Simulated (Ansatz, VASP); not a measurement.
Two plane-wave programs on GaSb

```
Ga Sb
1.0
    -1.49326    2.50435    2.80280
     1.49326   -2.50435    2.80280
     1.49326    2.50435   -2.80280
Ga Sb
1 1
Direct
  0.00000 0.00000 0.00000
  0.50000 0.50000 0.00000
```

Change from the starting cell: volume 20.963 Å^3 an atom, stretch along a over the lengths across it, relative to the relaxed cell 0.9480.

Alike in both runs: task single point; functional LDA; k mesh 18 × 18 × 18; occupations gaussian, width 0.15 eV; no spin polarisation.

|  | VASP | Ansatz |
| --- | --- | --- |
| version | VASP 6.6.1 | Ansatz 0.2.0 |
| potentials or method | VASP PAW LDA potentials, release 64 (Ga_d, Sb), cutoff 520 eV | scalar-relativistic, plane waves, PAW |
| valence electrons in the cell | 18 | 28 |

Ansatz gave:

| Item | Value |
| --- | --- |
| gap on the k mesh at the Fermi level (eV) | none |
| pressure (GPa) | 4.3 |
| traceless stress, the component that is largest in VASP (GPa) | -3.37 |

**Question.** Which values does VASP return?

**Answer.** gap on the k mesh at the Fermi level (eV): none; pressure (GPa): 4.6; traceless stress, the component that is largest in VASP (GPa): -3.43.

Ansatz warns that its potentials were made for another functional, while VASP's fit it. LDA's correlation is that of Perdew and Zunger in VASP and of Perdew and Wang (1992) in Ansatz. A gap of «none» marks a metal or a gap that the smearing closes. VASP's potentials hold 18 valence electrons a cell and Ansatz's 28, so a difference there can come from the potentials and not from the codes.

Neither program's run includes spin-orbit coupling.
